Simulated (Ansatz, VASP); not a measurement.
## Pt in VASP and in Ansatz

```
Pt
1.0
     0.00000    1.94572    1.94572
     1.94572    0.00000    1.94572
     1.94572    1.94572    0.00000
Pt
1
Direct
  0.00000 0.00000 0.00000
```

Alike in both runs: task relaxation of cell and atoms; functional LDA; k mesh 18 × 18 × 18; occupations gaussian, width 0.1 eV; no spin polarisation.

```csv
,VASP,Ansatz
version,VASP 6.6.1,Ansatz 0.2.0
potentials or method,"VASP PAW LDA potentials, release 64 (Pt), cutoff 600 eV","scalar-relativistic, plane waves, PAW"
valence electrons in the cell,10,18
```

Ansatz gave:

```
gap on the k mesh at the Fermi level, each at its own relaxed structure (eV) : none
relaxed volume (Å³/atom)                                                     : 14.76
relaxed cell length with the largest relative difference (Å)                 : 2.753
```

Task: Which values does VASP return?

Result: gap on the k mesh at the Fermi level, each at its own relaxed structure (eV): none; relaxed volume (Å³/atom): 14.80; relaxed cell length with the largest relative difference (Å): 2.756.

LDA's correlation is that of Perdew and Zunger in VASP and of Perdew and Wang (1992) in Ansatz. A gap of «none» marks a metal or a gap that the smearing closes. VASP's potentials hold 10 valence electrons a cell and Ansatz's 18, so a difference there can come from the potentials and not from the codes.

Spin-orbit coupling is off throughout.
